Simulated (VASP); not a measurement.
Here is a VASP 6.6.1 calculation.

INCAR

```
  PREC = Accurate
  ENCUT = 1000
  EDIFF = 1E-6
  ISMEAR = 0
  SIGMA = 0.01
  LREAL = F
  LASPH = T
  NELM = 120
  ALGO = Normal
  ISIF = 2
  LWAVE = F
  LCHARG = T
  GGA = PE
  LELF = T
  LVHAR = T
  NBANDS = 30
  GGA_COMPAT = F
  NELMDL = -8
```

Contents of KPOINTS:

```
regular mesh
0
Gamma
  1 1 1
```

The input POSCAR:

```
BiC3N3
1.0
   13.3500000000      0.0000000000      0.0000000000
    0.0000000000     14.0200000000      0.0000000000
    0.0000000000      0.0000000000     10.7600000000
Bi C N
1 3 3
Direct
    0.4457116100      0.5001348100      0.5820994400
    0.5851603000      0.5001348100      0.4674247200
    0.3759872700      0.6151298100      0.4674247200
    0.3759865200      0.3851405100      0.4674247200
    0.6629767800      0.5001348100      0.4182156100
    0.3370794000      0.6793002900      0.4182156100
    0.3370786500      0.3209700400      0.4182156100
```

Potentials or basis: VASP PAW PBE potentials, release 64 (Bi_d, C_h, N_h).

Run with:

```bash
$ cat potpaw_PBE.64/Bi_d/POTCAR potpaw_PBE.64/C_h/POTCAR potpaw_PBE.64/N_h/POTCAR > POTCAR
$ mpirun -np 1 vasp_gam > vasp.out
```

Question: Predict the gap between the frontier levels.

Answer: 4.97 eV.

Question: Estimate the largest force.

Answer: 0.027 eV/Å.

Forces in eV/Å, atoms in the order of the input:
```
Bi  -0.010  0.000 -0.026
C   -0.007  0.000 -0.003
C    0.007 -0.011  0.002
C    0.007  0.011  0.002
N   -0.019  0.000  0.009
N    0.010 -0.016  0.007
N    0.010  0.016  0.007
```

Caveat: spin-orbit coupling is left out, which moves the levels of the heavy elements.
